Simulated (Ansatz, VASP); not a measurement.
# One calculation of Se, two programs

File INCAR:

```
PREC = Accurate
ENCUT = 520
EDIFF = 1E-6
ISMEAR = -1
SIGMA = 0.03
LREAL = F
LASPH = T
NELM = 100
ALGO = Normal
ISIF = 2
LWAVE = F
LCHARG = F
GGA = PE
NBANDS = 16
```

Contents of KPOINTS:

```
regular mesh
0
Gamma
  6 6 5
```

File POSCAR:

```
Se
1.0
    4.3368957106      0.0000000000      0.0000000000
   -2.1684478553      3.7558618590      0.0000000000
    0.0000000000      0.0000000000      4.9203533607
Se
3
Direct
    0.2254000000      0.0000000000      0.3333333333
    0.0000000000      0.2254000000      0.6666666667
    0.7746000000      0.7746000000      0.0000000000
```

Input for Ansatz:

```yaml
crystal:
  lattice:
    - [4.3368957106, 0.0, 0.0]
    - [-2.1684478553, 3.755861859, 0.0]
    - [0.0, 0.0, 4.9203533607]
  atoms:
    - { symbol: Se, position: [0.2254, 0.0, 0.3333333333] }
    - { symbol: Se, position: [0.0, 0.2254, 0.6666666667] }
    - { symbol: Se, position: [0.7746, 0.7746, 0.0] }
kpoints:
  mp_grid: { grid: [6, 6, 5] }
  band_path:
    path:
      - [0.0, 0.0, 0.0]
      - [0.5, 0.0, 0.0]
      - [0.3333333333, 0.3333333333, 0.0]
      - [0.0, 0.0, 0.0]
      - [0.0, 0.0, 0.5]
      - [0.5, 0.0, 0.5]
      - [0.3333333333, 0.3333333333, 0.5]
      - [0.0, 0.0, 0.5]
      - [0.5, 0.0, 0.5]
    npoints: 5
scf:
  occupations: { method: fermi_dirac, width: 0.03 }
hamiltonian:
  xc: pbe
  pseudopotentials: { kind: all_electron, lapw: { basis_error: 0.001 } }
output:
  forces: true
  stress: true
  eigenvalues: true
```

Change from the starting cell: volume scaled by 0.98.

Alike in both runs: task single point; functional PBE; k mesh 6 × 6 × 5; occupations fermi-dirac, width 0.03 eV; no spin polarisation.

```csv
,VASP,Ansatz
version,VASP 6.6.1,Ansatz 0.2.0
potentials or method,"VASP PAW PBE potentials, release 64 (Se), cutoff 520 eV","all-electron LAPW, scalar-relativistic"
```

|  | VASP | Ansatz | Ansatz less VASP |
| --- | --- | --- | --- |
| gap on the k mesh at the Fermi level (eV) | 1.30 | 1.31 | +0.007 |
| pressure (GPa) | 4.2 | 4.1 | -0.16 |
| traceless stress, the component that is largest in VASP (GPa) | 1.70 | 1.63 | -0.061 |
| rms of the force components (eV/Å) | 0.377 | 0.352 | -0.0247 |

Atom by atom the forces differ by 0.025 eV/Å (rms over components). Ansatz ran all-electron here, and VASP with PAW potentials.
